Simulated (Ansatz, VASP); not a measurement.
# PbS in VASP and in Ansatz

```
CELL_PARAMETERS angstrom
4.20772 0.09945 0.57941
-0.10756 4.24735 0.05143
-0.81863 -0.09300 5.95266
ATOMIC_POSITIONS crystal
Pb 0.74994 0.75000 0.75001
Pb 0.25006 0.25000 0.24999
S 0.25001 0.25000 0.75001
S 0.74999 0.75000 0.24999
```

Change from the starting cell: the structure that the rattled cell fell into.

Alike in both runs: functional PBE; k mesh 8 × 6 × 6; occupations gaussian, width 0.02 eV; no spin polarisation.

Ansatz relaxed the structure, and its values are those at the end. VASP's run is a single point on that final structure, the one shown.

|  | VASP | Ansatz |
| --- | --- | --- |
| version | VASP 6.6.1 | Ansatz 0.2.0 |
| potentials or method | VASP PAW PBE potentials, release 64 (Pb_d, S), cutoff 520 eV | scalar-relativistic, plane waves, PAW |
| valence electrons in the cell | 40 | 40 |

```tsv
	VASP	Ansatz	Ansatz less VASP
gap on the k mesh at the Fermi level (eV)	0.50	0.49	-0.007
least direct gap on the mesh (eV)	0.50	0.49	-0.007
pressure (GPa)	-0.1	0.0	+0.07
```

With one functional, cell and mesh, what is left measures potentials, basis and numerics.

Spin-orbit coupling is off throughout.
